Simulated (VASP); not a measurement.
A run of VASP 6.6.1:

The input INCAR:

```
SYSTEM = ZrH
  ALGO = Fast
  EDIFF = 1E-6
  ENCUT = 520
  GGA = PS
  ISIF = 2
  ISMEAR = 0
  LASPH = .True.
  LCHARG = .True.
  LELF = .True.
  LREAL = .False.
  LVHAR = .True.
  LWAVE = .False.
  NBANDS = 21
  NELM = 60
  PREC = Accurate
  SIGMA = 0.1
```

File KPOINTS:

```
k-points
0
Gamma
  16 16 10
  0 0 0
```

Contents of POSCAR:

```
ZrH
1.0
    3.2221790886      0.0000000000      0.0000000000
    0.0000000000      3.2221790886      0.0000000000
    0.0000000000      0.0000000000      4.9403165156
Zr H
2 2
Direct
    0.0000000000      0.5000000000      0.0000000000
    0.5000000000      0.0000000000      0.5000000000
    0.0000000000      0.0000000000      0.7500000000
    0.0000000000      0.0000000000      0.2500000000
```

Potentials or basis: VASP PAW PBE potentials, release 64 (Zr_sv, H).

Launch:

```sh
$ cat potpaw_PBE.64/Zr_sv/POTCAR potpaw_PBE.64/H/POTCAR > POTCAR
$ mpirun -np 1 vasp_std > vasp.out
```

Hardware: 1 thread of Oxide Virtual Turin-like Processor, with other jobs on the host.

Q: Estimate the wall time of this run.

A: Run time: 10 min on 1 thread of Oxide Virtual Turin-like Processor, on a shared host, peak memory 0.32 GiB. Counts: scf iterations 23, k points 270.
